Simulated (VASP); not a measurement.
Te:

```
Te
1.0
     0.00000    3.36517    3.36517
     3.36517    0.00000    3.36517
     3.36517    3.36517    0.00000
Te
2
Direct
  0.50000 0.50000 0.50000
  0.75000 0.75000 0.75000
```

This isn't the form of Te at room conditions, which is trigonal, of chains.

* Program: VASP 6.6.1
* Task: relaxation of cell and atoms
* Functional: r2SCAN
* Potentials or basis: VASP PAW PBE potentials, release 64 (Te)
* Cutoff: 600 eV
* k mesh: 4 × 4 × 4
* Occupations: gaussian, width 0.1 eV
* Spin: no spin polarisation

At the start: pressure 7.9 GPa; volume 38.11 Å³/atom.

Problem. Where does the relaxation end?

Solution. Over 3 steps the energy falls by 164.4 meV/atom and the volume is 45.84 Å³/atom (+20.3 %); space group Fd-3m (No. 227, to 0.1 Å) before and after.

Step by step:
```
step  energy change (eV)  largest force (eV/Å)  pressure (GPa)  volume (Å³)
   1              0.0000                0.0000            7.85        76.22
   2             -0.2855                0.0000           -1.83        98.74
   3             -0.3288                0.0000            0.02        91.67
```

Final structure:
```xyz
2
Lattice="0.0000 3.5788 3.5788 3.5788 0.0000 3.5788 3.5788 3.5788 0.0000" Properties=species:S:1:pos:R:3 pbc="T T T"
Te    3.5788    3.5788    3.5788
Te    5.3682    5.3682    5.3682
```

Caveat: the k points lie up to 0.38 Å⁻¹ apart in the final cell, too coarse for converged energies and pressures of a metal; the volume moved by over 15 % at a fixed basis, so the end points are rough; the PAW data sets were made with another functional, which shifts forces and pressure a little.
